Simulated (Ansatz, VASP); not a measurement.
# Ge in VASP and in Ansatz

Contents of INCAR:

```
SYSTEM = Ge
ALGO     = Normal         ! electronic algorithm
EDIFF    = 1E-6           ! SCF threshold, eV
ENCUT    = 520            ! plane-wave cutoff, eV
GGA      = PE             ! functional
ISIF     = 2              ! what is computed and relaxed
ISMEAR   = 0              ! smearing method
LASPH    = .True.         ! aspherical terms in the spheres
LCHARG   = .False.        ! write CHGCAR
LREAL    = .False.        ! projectors in reciprocal space
LWAVE    = .False.        ! write WAVECAR
NBANDS   = 21             ! bands
NELM     = 60             ! most SCF steps
PREC     = Accurate       ! precision mode
SIGMA    = 0.15           ! smearing width, eV
```

File KPOINTS:

```
k-points
0
Gamma
  18 18 18
  0 0 0
```

File POSCAR:

```
Ge
1.0
    0.0000000000      2.8805347709      2.8805347709
    2.8805347709      0.0000000000      2.8805347709
    2.8805347709      2.8805347709      0.0000000000
Ge
2
Direct
    0.4783026400      0.5216973600      0.5216973600
    0.7716973600      0.7283026400      0.7283026400
```

Input for Ansatz:

```yaml
crystal:
  lattice:
    - [0.0, 2.8805347709, 2.8805347709]
    - [2.8805347709, 0.0, 2.8805347709]
    - [2.8805347709, 2.8805347709, 0.0]
  atoms:
    - { symbol: Ge, position: [0.47830264, 0.52169736, 0.52169736] }
    - { symbol: Ge, position: [0.77169736, 0.72830264, 0.72830264] }
basis:
  ecutwfc: 420
kpoints:
  mp_grid: { grid: [18, 18, 18] }
hamiltonian:
  xc: pbe
scf:
  occupations: { method: gaussian, width: 0.15 }
output:
  forces: true
  stress: true
  eigenvalues: true
```

Change from the starting cell: mode 4 (273.8 1/cm) frozen in, largest displacement +0.125 Å.

Alike in both runs: task single point; functional PBE; k mesh 18 × 18 × 18; occupations gaussian, width 0.15 eV; no spin polarisation.

```csv
,VASP,Ansatz
version,VASP 6.6.1,Ansatz 0.2.0
potentials or method,"VASP PAW PBE potentials, release 64 (Ge_d), cutoff 520 eV","scalar-relativistic, plane waves, PAW"
valence electrons in the cell,28,28
```

|  | VASP | Ansatz | Ansatz less VASP |
| --- | --- | --- | --- |
| gap on the k mesh at the Fermi level (eV) | none | none | - |
| pressure (GPa) | 1.7 | 1.8 | +0.13 |
| traceless stress, the component that is largest in VASP (GPa) | 6.61 | 6.65 | +0.040 |
| rms of the force components (eV/Å) | 1.357 | 1.359 | +0.0020 |

Atom by atom the forces differ by 0.002 eV/Å (rms over components). A gap of «none» marks a metal or a gap that the smearing closes. With one functional, cell and mesh, what is left measures potentials, basis and numerics.
